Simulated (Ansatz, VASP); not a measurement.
One calculation of C, two programs

INCAR

```
SYSTEM = C
PREC = Accurate ; ENCUT = 520
EDIFF = 1E-6 ; ISMEAR = 1
SIGMA = 0.1 ; LREAL = .False.
LASPH = .True. ; NELM = 100
ALGO = Normal ; ISIF = 2
LWAVE = .False. ; LCHARG = .False.
GGA = PS ; NBANDS = 16
```

File KPOINTS:

```
Automatic mesh
0
Gamma
  10 10 3
  0 0 0
```

The input POSCAR:

```
C
1.0
    1.2280480000     -2.1270620000      0.0000000000
    1.2280480000      2.1270620000      0.0000000000
    0.0000000000      0.0000000000      7.1732680000
C
4
Direct
    0.0833790000      0.9166210000      0.7531380000
    0.5833790000      0.4166210000      0.2468620000
    0.9166210000      0.0833790000      0.2468620000
    0.4166210000      0.5833790000      0.7531380000
```

Input for Ansatz:

```yaml
crystal:
  lattice:
    - [1.228048, -2.127062, 0.0]
    - [1.228048, 2.127062, 0.0]
    - [0.0, 0.0, 7.173268]
  atoms:
    - { symbol: C, position: [0.08337899999999997, 0.916621, 0.753138] }
    - { symbol: C, position: [0.583379, 0.416621, 0.24686199999999997] }
    - { symbol: C, position: [0.916621, 0.08337899999999997, 0.24686199999999997] }
    - { symbol: C, position: [0.416621, 0.583379, 0.753138] }
kpoints:
  mp_grid:
    grid: [10, 10, 3]
hamiltonian:
  xc: pbesol
scf:
  occupations:
    method: cold
    width: 0.1
output:
  stress: true
```

Alike in both runs: task single point; functional PBEsol; k mesh 10 × 10 × 3; no spin polarisation.

```csv
,VASP,Ansatz
version,VASP 6.6.1,Ansatz 0.2.0
potentials or method,"VASP PAW PBE potentials, release 64 (C)","plane waves, PAW"
plane-wave cutoff (eV),520,420
occupations,"methfessel-paxton of order 1, width 0.1 eV","cold, width 0.1 eV"
valence electrons in the cell,16,16
```

```csv
,VASP,Ansatz,Ansatz less VASP
pressure (GPa),1.6,0.9,-0.64
"traceless stress, the component that is largest in VASP (GPa)",-1.25,-0.55,+0.698
```

VASP's potentials were made for PBE, not for PBEsol.
